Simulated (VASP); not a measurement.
# Au (Fm-3m) in VASP: a series of runs

The runs below take Au through single point, with PBE.

All numbers are computed with VASP 6.6.1; they aren't measurements. Logs are shortened: lines on timing, memory, paths and dates and some standing lists are left out, and cuts for length are marked.

### 1 The cell of the first run

The structure is cubic, space group Fm-3m (No. 225). The conventional cell has a = 4.033 Å, b = 4.033 Å, c = 4.033 Å, α = 90.00°, β = 90.00°, γ = 90.00°. Au (site symmetry m-3m) has 12 Au at 2.85 Å within 3.8 Å.

### 2 Single point, PBE (equal strain along all axes, cell held: -3.0 %)

Input file INCAR:

```
SYSTEM = Au
PREC = Accurate ; ENCUT = 500
EDIFF = 1E-6 ; ISMEAR = 0
SIGMA = 0.1 ; LREAL = .FALSE.
LASPH = .TRUE. ; NELM = 120
ALGO = Normal ; ISIF = 2
LWAVE = .FALSE. ; LCHARG = .FALSE.
GGA = PE ; NBANDS = 18
GGA_COMPAT = .FALSE.
```

Input file KPOINTS:

```
regular mesh
0
G
  18 18 12
  0 0 0
```

Input file POSCAR:

```
Au
1.0
    2.0165796369      2.0165796369      0.0000000000
   -2.0165796369      2.0165796369      0.0000000000
    0.0000000000      0.0000000000      4.0331592739
Au
2
Direct
    0.0000000000      0.0000000000      0.0000000000
    0.5000000000      0.5000000000      0.5000000000
```

Potentials or basis: VASP PAW PBE potentials, release 64 (Au).

Started as:

```bash
> cat potpaw_PBE.64/Au/POTCAR > POTCAR
> mpirun -np 1 vasp_std > vasp.out
```

OUTCAR:

```text
SYSTEM = Au
   PREC = Accurate
   ENCUT = 500
   EDIFF = 1E-6
   ISMEAR = 0
   LREAL = .FALSE.
   LASPH = .TRUE.
   NELM = 120
   ISIF = 2
   GGA = PE

 ion  position               nearest neighbor table
   1  0.000  0.000  0.000-   2 2.85   2 2.85   2 2.85   2 2.85   2 2.85   2 2.85   2 2.85   2 2.85

   2  0.500  0.500  0.500-   1 2.85   1 2.85   1 2.85   1 2.85   1 2.85   1 2.85   1 2.85   1 2.85

  LATTYP: Found a simple tetragonal cell.
 ALAT       =     2.8518742721
 C/A-ratio  =     1.4142135624

  Lattice vectors:

 A1 = (   2.0165796369,   2.0165796369,   0.0000000000)
 A2 = (  -2.0165796369,   2.0165796369,   0.0000000000)
 A3 = (   0.0000000000,   0.0000000000,   4.0331592739)

Analysis of symmetry for initial positions (statically):
=====================================================================
 Subroutine PRICEL returns following result:

  LATTYP: Found a face centered cubic cell.
 ALAT       =     4.0331592739

  Lattice vectors:

 A1 = (   0.0000000000,  -2.0165796369,  -2.0165796370)
 A2 = (   2.0165796369,   0.0000000000,  -2.0165796369)
 A3 = (   2.0165796369,  -2.0165796369,  -0.0000000000)

   2 primitive cells build up your supercell.

 Routine SETGRP: Setting up the symmetry group for a
 simple tetragonal supercell.

 Subroutine GETGRP returns: Found 16 space group operations
 (whereof 16 operations were pure point group operations)
 out of a pool of 16 trial point group operations.

The static configuration has the point symmetry D_4h.

Analysis of symmetry for dynamics (positions and initial velocities):
=====================================================================
 Subroutine PRICEL returns following result:

  LATTYP: Found a face centered cubic cell.
 ALAT       =     4.0331592739

  Lattice vectors:

 A1 = (   0.0000000000,  -2.0165796369,  -2.0165796370)
 A2 = (   2.0165796369,   0.0000000000,  -2.0165796369)
 A3 = (   2.0165796369,  -2.0165796369,  -0.0000000000)

   2 primitive cells build up your supercell.

 Routine SETGRP: Setting up the symmetry group for a
 simple tetragonal supercell.

 Subroutine GETGRP returns: Found 16 space group operations
 (whereof 16 operations were pure point group operations)
 out of a pool of 16 trial point group operations.

The dynamic configuration has the point symmetry D_4h.

 Subroutine INISYM returns: Found 16 space group operations
 (whereof 16 operations are pure point group operations),
 and found     2 'primitive' translations

----------------------------------------------------------------------------------------

                                     Primitive cell

  volume of cell :      16.4012

  direct lattice vectors                    reciprocal lattice vectors
     0.000000000 -2.016579637 -2.016579637    -0.247944584 -0.247944584 -0.247944584
     2.016579637  0.000000000 -2.016579637     0.247944584  0.247944584 -0.247944584
     2.016579637 -2.016579637 -0.000000000     0.247944584 -0.247944584  0.247944584

  length of vectors
     2.851874272  2.851874272  2.851874272     0.429452618  0.429452618  0.429452618

  position of ions in fractional coordinates (direct lattice)
     0.000000000  0.000000000  0.000000000

  ion indices of the primitive-cell ions
   primitive index   ion index
                 1           1

----------------------------------------------------------------------------------------

 KPOINTS: regular mesh

Automatic generation of k-mesh.
 Grid dimensions read from file:
 generate k-points for:   18   18   12

 Generating k-lattice:

  Cartesian coordinates                     Fractional coordinates (reciprocal lattice)
     0.013774699  0.013774699  0.000000000     0.055555556  0.000000000  0.000000000
    -0.013774699  0.013774699  0.000000000     0.000000000  0.055555556  0.000000000
     0.000000000  0.000000000  0.020662049     0.000000000  0.000000000  0.083333333

  Length of vectors
     0.019480366  0.019480366  0.020662049

  Shift w.r.t. Gamma in fractional coordinates (k-lattice)
     0.000000000  0.000000000  0.000000000

 Subroutine IBZKPT returns following result:
 ===========================================

 Found    385 irreducible k-points:

 Following reciprocal coordinates:
            Coordinates               Weight
  0.000000  0.000000  0.000000      1.000000
  0.055556  0.000000  0.000000      4.000000
  0.111111  0.000000  0.000000      4.000000
  0.166667  0.000000  0.000000      4.000000
  0.222222  0.000000  0.000000      4.000000
  0.277778  0.000000  0.000000      4.000000
[... 16 lines left out ...]
  0.277778  0.111111  0.000000      8.000000
  0.333333  0.111111  0.000000      8.000000
 [... further k-points ...]
   k-points           NKPTS =    385   k-points in BZ     NKDIM =    385   number of bands    NBANDS=     18
   number of dos      NEDOS =    301   number of ions     NIONS =      2
   total plane-waves  NPLWV =  17280
   dimension x,y,z NGX =    24 NGY =   24 NGZ =   30
   dimension x,y,z NGXF=    48 NGYF=   48 NGZF=   60
   ions per type =               2
   NGX,Y,Z   is equivalent  to a cutoff of  13.99, 13.99, 12.37 a.u.
   NGXF,Y,Z  is equivalent  to a cutoff of  27.98, 27.98, 24.73 a.u.
 SYSTEM =  Au
   PREC   = accura    normal or accurate (medium, high low for compatibility)
   ISTART =      0    job   : 0-new  1-cont  2-samecut
   ICHARG =      2    charge: 1-file 2-atom 10-const
   ISPIN  =      1    spin polarized calculation?
   LNONCOLLINEAR =      F non collinear calculations
   LSORBIT =      F    spin-orbit coupling
   LASPH  =      T    aspherical Exc in radial PAW
   ENCUT  =  500.0 eV  36.75 Ry    6.06 a.u.   5.20  5.20  7.35*2*pi/ulx,y,z
   NELM   =    120;   NELMIN=  2; NELMDL= -5     # of ELM steps
   EDIFF  = 0.1E-05   stopping-criterion for ELM
   LREAL  =      F    real-space projection
   EDIFFG = 0.1E-04   stopping-criterion for IOM
   NSW    =      0    number of steps for IOM
   IBRION =     -1    ionic relax: 0-MD 1-quasi-New 2-CG
   NFREE  =      0    steps in history (QN), initial steepest desc. (CG)
   ISIF   =      2    stress and relaxation
   ISYM   =      2    0-nonsym 1-usesym 2-fastsym
   POTIM  = 0.5000    time-step for ionic-motion
   TEBEG  =    0.0;   TEEND  =   0.0 temperature during run
   PSTRESS=    0.0 pullay stress
   NELECT =      22.0000    total number of electrons
   NUPDOWN=      -1.0000    fix difference up-down
   EMIN   =  10.00;   EMAX   =-10.00  energy-range for DOS
   EFERMI =   0.00;   METHOD = LEGACY
   ISMEAR =     0;   SIGMA  =   0.10  broadening in eV -4-tet -1-fermi 0-gaus
   EFERMI_NEDOS =   21; number of points for ismear=-14 and -15
   IALGO  =     38    algorithm
   IMIX   =      4    mixing-type and parameters
     AMIX     =   0.40;   BMIX     =  1.00
     AMIX_MAG =   1.60;   BMIX_MAG =  1.00
  volume/ion in A,a.u.               =      16.40       110.68
  Fermi-wavevector in a.u.,A,eV,Ry     =   1.433003  2.707982 27.939520  2.053497
  Thomas-Fermi vector in A             =   2.552568
   LORBIT       =      0    0 simple, 1 ext, 2 COOP (PROOUT), +10 PAW based schemes
   GGA     = PE    functional components
   LHFCALC =     F    Hartree Fock is set to
   AEXX    =    0.0000 exact exchange contribution
   IVDW    =     0    specifies the selected vdW correction
   LEPSILON=     F    determine dielectric tensor
   LRPA    =     F    only Hartree local field effects (RPA)
 non-spin polarized calculation
 Gauss-broadening in eV      SIGMA  =   0.10
  energy-cutoff  :      500.00
  volume of cell :       32.80
 maximum number of plane-waves:       888
 NGX is ok and might be reduce to    24
   NGX = 11   NGY = 11   NGZ = 15

 number of electron      22.0000004 magnetization

 Free energy of the ion-electron system (eV)
  ---------------------------------------------------
  ext. energy  EPLUGINS =         0.00000000
  ---------------------------------------------------
  free energy    TOTEN  =        -6.29751339 eV

  energy without entropy =       -6.29390315  energy(sigma->0) =       -6.29570827

 E-fermi :  10.1560     XC(G=0): -12.9482

 val. band max:       10.1478441397   @ k =   0.3333   0.1111   0.4167
 cond. band min:      10.1601831562   @ k =   0.4444   0.3333   0.1667
 fundamental gap:      0.0123390165
 Fermi energy:        10.1560090394

 k-point     1 :       0.0000    0.0000    0.0000
  band No.  band energies     occupation
      1      -0.1414      2.00000
      2       2.6929      2.00000
      3       3.0293      2.00000
      4       5.2220      2.00000
      5       5.2220      2.00000
      6       5.2233      2.00000
[... 10 lines left out ...]
     17      27.7628      0.00000
     18      28.8116      0.00000

 k-point     2 :       0.0556    0.0000    0.0000
  band No.  band energies     occupation
      1      -0.0666      2.00000
      2       2.7426      2.00000
      3       3.0727      2.00000
      4       5.1921      2.00000
      5       5.2457      2.00000
      6       5.2571      2.00000
[... 10 lines left out ...]
     17      28.0431      0.00000
     18      28.3726      0.00000

 k-point     3 :       0.1111    0.0000    0.0000
  band No.  band energies     occupation
      1       0.1542      2.00000
      2       2.8730      2.00000
      3       3.2132      2.00000
      4       5.1081      2.00000
      5       5.3161      2.00000
      6       5.3497      2.00000
[... 10 lines left out ...]
     17      27.3859      0.00000
     18      28.5380      0.00000

 k-point     4 :       0.1667    0.0000    0.0000
  band No.  band energies     occupation
      1       0.5108      2.00000
      2       3.0443      2.00000
      3       3.4662      2.00000
      4       4.9851      2.00000
      5       5.4316      2.00000
      6       5.4714      2.00000
[... 10 lines left out ...]
     17      26.2230      0.00000
     18      28.4930      0.00000

 k-point     5 :       0.2222    0.0000    0.0000
  band No.  band energies     occupation
      1       0.9850      2.00000
      2       3.2354      2.00000
      3       3.8086      2.00000
      4       4.8450      2.00000
      5       5.5672      2.00000
      6       5.5891      2.00000
[... 10 lines left out ...]
     17      25.5137      0.00000
     18      28.2689      0.00000

 k-point     6 :       0.2778    0.0000    0.0000
  band No.  band energies     occupation
      1       1.5501      2.00000
      2       3.4427      2.00000
      3       4.1791      2.00000
      4       4.7113      2.00000
      5       5.5812      2.00000
      6       5.7846      2.00000
[... 10 lines left out ...]
     17      25.2337      0.00000
     18      27.8222      0.00000

 k-point     7 :       0.3333    0.0000    0.0000
  band No.  band energies     occupation
      1       2.1686      2.00000
      2       3.6536      2.00000
      3       4.5050      2.00000
      4       4.6063      2.00000
      5       5.4208      2.00000
      6       5.5015      2.00000
[... 10 lines left out ...]
     17      24.7486      0.00000
     18      27.3755      0.00000

 k-point     8 :       0.3889    0.0000    0.0000
  band No.  band energies     occupation
      1       2.7897      2.00000
      2       3.8330      2.00000
      3       4.5500      2.00000
      4       4.7298      2.00000
      5       5.0705      2.00000
      6       5.3532      2.00000
[... 10 lines left out ...]
     17      26.0681      0.00000
     18      27.0104      0.00000
[... 229 lines left out ...]
     17      26.1915      0.00000
     18      26.1915      0.00000

 k-point    20 :       0.1111    0.1111    0.0000
  band No.  band energies     occupation
      1       0.4455      2.00000
      2       3.0774      2.00000
      3       3.3674      2.00000
      4       4.9159      2.00000
      5       5.4945      2.00000
      6       5.4959      2.00000
[... 10 lines left out ...]
     17      27.4562      0.00000
     18      28.4252      0.00000

 k-point    21 :       0.1667    0.1111    0.0000
  band No.  band energies     occupation
      1       0.7948      2.00000
      2       3.2659      2.00000
      3       3.5932      2.00000
      4       4.7649      2.00000
      5       5.6389      2.00000
      6       5.6443      2.00000
[... 10 lines left out ...]
     17      26.5994      0.00000
     18      28.0703      0.00000

 k-point    22 :       0.2222    0.1111    0.0000
  band No.  band energies     occupation
      1       1.2557      2.00000
      2       3.4630      2.00000
      3       3.9075      2.00000
      4       4.6084      2.00000
      5       5.7145      2.00000
      6       5.8249      2.00000
[... 10 lines left out ...]
     17      25.9078      0.00000
     18      27.7707      0.00000

 k-point    23 :       0.2778    0.1111    0.0000
  band No.  band energies     occupation
      1       1.7986      2.00000
      2       3.6760      2.00000
      3       4.2238      2.00000
      4       4.4646      2.00000
      5       5.4573      2.00000
      6       5.6196      2.00000
[... 10 lines left out ...]
     17      25.4215      0.00000
     18      28.0274      0.00000

 k-point    24 :       0.3333    0.1111    0.0000
  band No.  band energies     occupation
      1       2.3843      2.00000
      2       3.9072      2.00000
      3       4.3523      2.00000
      4       4.4360      2.00000
      5       5.0621      2.00000
      6       5.4261      2.00000
[... 10 lines left out ...]
     17      24.4223      0.00000
     18      27.4953      0.00000

 [... further k-points ...]
[... 5 lines left out ...]
  --------------------------------------------------------------------------------------
  -------------------------------------------------------------------------------------
  Total        3.3757028      3.3757028      3.2947595      0.0000000     -0.0000000     -0.0000000
  in kB      164.8802586    164.8802586    160.9267285      0.0000000     -0.0000000     -0.0000000
  external PRESSURE =     163.5624152 kB  Pullay stress =       0.0000000 kB

 VOLUME and BASIS-vectors are now :
 -----------------------------------------------------------------------------
  energy-cutoff  :      500.00
  volume of cell :       32.80
      direct lattice vectors                 reciprocal lattice vectors
     2.016579637  2.016579637  0.000000000     0.247944584  0.247944584  0.000000000
    -2.016579637  2.016579637  0.000000000    -0.247944584  0.247944584  0.000000000
     0.000000000  0.000000000  4.033159274     0.000000000  0.000000000  0.247944584

 POSITION                                       TOTAL-FORCE (eV/Angst)
 -----------------------------------------------------------------------------------
      0.00000      0.00000      0.00000        -0.000000     -0.000000      0.000000
      0.00000      2.01658      2.01658         0.000000      0.000000     -0.000000
 -----------------------------------------------------------------------------------
    total drift:                               -0.000000      0.000000     -0.000000

  FREE ENERGIE OF THE ION-ELECTRON SYSTEM (eV)
  ---------------------------------------------------
  free  energy   TOTEN  =        -6.2975133920 eV

  energy  without entropy=       -6.2939031474  energy(sigma->0) =       -6.29570827
```

It took 42 s on 1 thread of Intel Xeon 6975P-C (Granite Rapids), shared host; peak memory 0.29 GiB.

Results:

- Free energy: -6.2975 eV
- Pressure: 16.4 GPa
- Band gap on the k mesh: zero (bands 11 and 12 overlap by 7.69 eV)

Levels at points of the mesh, in eV from the Fermi level:
```tsv
k point	band 7	band 8	band 9	band 10	band 11	band 12	band 13	band 14	band 15	band 16
(0.00, 0.00, 0.00)	-3.31	-3.31	-2.08	-1.68	-1.68	0.88	6.07	10.09	10.09	14.43
(0.50, 0.00, 0.00)	-3.96	-3.96	-3.33	-3.33	-0.27	-0.27	8.73	8.73	10.52	10.52
(0.50, 0.50, 0.00)	-1.68	-1.68	-1.68	-1.68	0.89	0.89	6.07	6.07	10.09	10.09
(0.00, 0.00, 0.50)	-3.63	-3.63	-3.63	-3.63	-2.72	-2.72	15.08	15.08	15.08	15.08
(0.50, 0.00, 0.50)	-2.03	-2.03	-2.03	-2.03	-1.17	-1.17	3.26	3.26	13.89	13.89
(0.50, 0.50, 0.50)	-3.49	-3.49	-1.68	-1.68	4.91	4.91	6.41	6.41	6.41	6.41
```

Caveat: the cell differs from its parent crystal (equal strain along all axes, cell held: -3.0 %); the cell stands under pressure; spin-orbit coupling is left out, which moves the levels of the heavy elements.

### 3 Single point, PBE

Input file INCAR:

```
  PREC = Accurate
  ENCUT = 500
  EDIFF = 1E-6
  ISMEAR = 0
  SIGMA = 0.1
  LREAL = False
  LASPH = True
  NELM = 120
  ALGO = Normal
  ISIF = 2
  LWAVE = False
  LCHARG = True
  GGA = PE
  LELF = True
  LVHAR = True
  NBANDS = 18
  GGA_COMPAT = False
```

Input file KPOINTS:

```
regular mesh
0
Gamma
  18 18 12
```

POSCAR is that of step 2.

Potentials or basis: VASP PAW PBE potentials, release 64 (Au).

Started as:

```bash
> cat potpaw_PBE.64/Au/POTCAR > POTCAR
> mpirun -np 1 vasp_std > vasp.out
```

Wall time 43 s (1 thread of Intel Xeon 6975P-C (Granite Rapids), shared host); peak memory 0.29 GiB.

The run converged. Its results:

| Property | Result |
| --- | --- |
| Free energy | -6.2975 eV |
| Pressure | 16.4 GPa |
| Band gap on the k mesh | zero (bands 11 and 12 overlap by 7.69 eV) |

Levels at points of the mesh, in eV from the Fermi level:
| k point | band 7 | band 8 | band 9 | band 10 | band 11 | band 12 | band 13 | band 14 | band 15 | band 16 |
| --- | --- | --- | --- | --- | --- | --- | --- | --- | --- | --- |
| (0.00, 0.00, 0.00) | -3.31 | -3.31 | -2.08 | -1.68 | -1.68 | 0.88 | 6.07 | 10.09 | 10.09 | 14.43 |
| (0.50, 0.00, 0.00) | -3.96 | -3.96 | -3.33 | -3.33 | -0.27 | -0.27 | 8.73 | 8.73 | 10.52 | 10.52 |
| (0.50, 0.50, 0.00) | -1.68 | -1.68 | -1.68 | -1.68 | 0.89 | 0.89 | 6.07 | 6.07 | 10.09 | 10.09 |
| (0.00, 0.00, 0.50) | -3.63 | -3.63 | -3.63 | -3.63 | -2.72 | -2.72 | 15.08 | 15.08 | 15.08 | 15.08 |
| (0.50, 0.00, 0.50) | -2.03 | -2.03 | -2.03 | -2.03 | -1.17 | -1.17 | 3.26 | 3.26 | 13.89 | 13.89 |
| (0.50, 0.50, 0.50) | -3.49 | -3.49 | -1.68 | -1.68 | 4.91 | 4.91 | 6.41 | 6.41 | 6.41 | 6.41 |

Caveat: the cell stands under pressure; spin-orbit coupling is left out, which moves the levels of the heavy elements.

### 4 Single point, PBE (equal strain along all axes, cell held: -2.0 %)

Input file INCAR:

```
PREC = Accurate
ENCUT = 500
EDIFF = 1E-6
ISMEAR = 0
SIGMA = 0.1
LREAL = False
LASPH = True
NELM = 120
ALGO = Normal
ISIF = 2
LWAVE = False
LCHARG = False
GGA = PE
NBANDS = 18
GGA_COMPAT = False
```

Input file KPOINTS:

```
Automatic mesh
0
Gamma
  18 18 12
```

Input file POSCAR:

```
Au
1.0
    2.0373691177      2.0373691177      0.0000000000
   -2.0373691177      2.0373691177      0.0000000000
    0.0000000000      0.0000000000      4.0747382355
Au
2
Direct
    0.0000000000      0.0000000000      0.0000000000
    0.5000000000      0.5000000000      0.5000000000
```

Started as:

```bash
> cat potpaw_PBE.64/Au/POTCAR > POTCAR
> mpirun -np 1 vasp_std > vasp.out
```

It took 42 s on 1 thread of Intel Xeon 6975P-C (Granite Rapids), shared host; peak memory 0.29 GiB.

Results (log left out):

```yaml
Free_energy: -6.3815 eV
Pressure: 9.8 GPa
Band_gap_on_the_k_mesh: zero (bands 11 and 12 overlap by 7.46 eV)
```

Levels at points of the mesh, in eV from the Fermi level:
```
           k point  band 7  band 8  band 9  band 10  band 11  band 12  band 13  band 14  band 15  band 16
(0.00, 0.00, 0.00)   -3.22   -3.22   -2.05    -1.67    -1.67     0.98     5.82    10.01    10.01    14.49
(0.50, 0.00, 0.00)   -3.83   -3.83   -3.23    -3.23    -0.30    -0.30     8.56     8.56    10.29    10.29
(0.50, 0.50, 0.00)   -1.67   -1.67   -1.67    -1.67     0.98     0.98     5.82     5.82    10.01    10.01
(0.00, 0.00, 0.50)   -3.51   -3.51   -3.51    -3.51    -2.66    -2.66    14.84    14.84    14.84    14.84
(0.50, 0.00, 0.50)   -2.00   -2.00   -2.00    -2.00    -1.01    -1.01     3.09     3.09    13.95    13.95
(0.50, 0.50, 0.50)   -3.37   -3.37   -1.67    -1.67     4.75     4.75     6.31     6.31     6.31     6.31
```

Caveat: the cell differs from its parent crystal (equal strain along all axes, cell held: -2.0 %); the cell stands under pressure; spin-orbit coupling is left out, which moves the levels of the heavy elements.
